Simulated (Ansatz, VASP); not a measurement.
One calculation of MgS, two programs

```
CELL_PARAMETERS angstrom
0.00000 2.83088 2.93534
2.83088 0.00000 2.93534
2.83088 2.83088 0.00000
ATOMIC_POSITIONS crystal
Mg 0.00000 0.00000 0.00000
S 0.25000 0.25000 0.25000
```

Change from the starting cell: uniaxial_z strain +3.7%.

Alike in both runs: task single point; functional PBE; k mesh 8 × 8 × 8; occupations fermi-dirac, width 0.02 eV; no spin polarisation.

|  | VASP | Ansatz |
| --- | --- | --- |
| version | VASP 6.6.1 | Ansatz 0.2.0 |
| potentials or method | VASP PAW PBE potentials, release 64 (Mg, S) | plane waves, PAW |
| plane-wave cutoff (eV) | 520 | 420 |
| valence electrons in the cell | 8 | 16 |

VASP gave:

| Quantity | Value |
| --- | --- |
| gap on the k mesh at the Fermi level (eV) | 3.24 |
| pressure (GPa) | -1.1 |
| traceless stress, the component that is largest in VASP (GPa) | -0.62 |

Task: What did Ansatz give for the same quantities?

Result: gap on the k mesh at the Fermi level (eV): 3.25; pressure (GPa): -1.0; traceless stress, the component that is largest in VASP (GPa): -0.61.

VASP's potentials hold 8 valence electrons a cell and Ansatz's 16, so a difference there can come from the potentials and not from the codes.
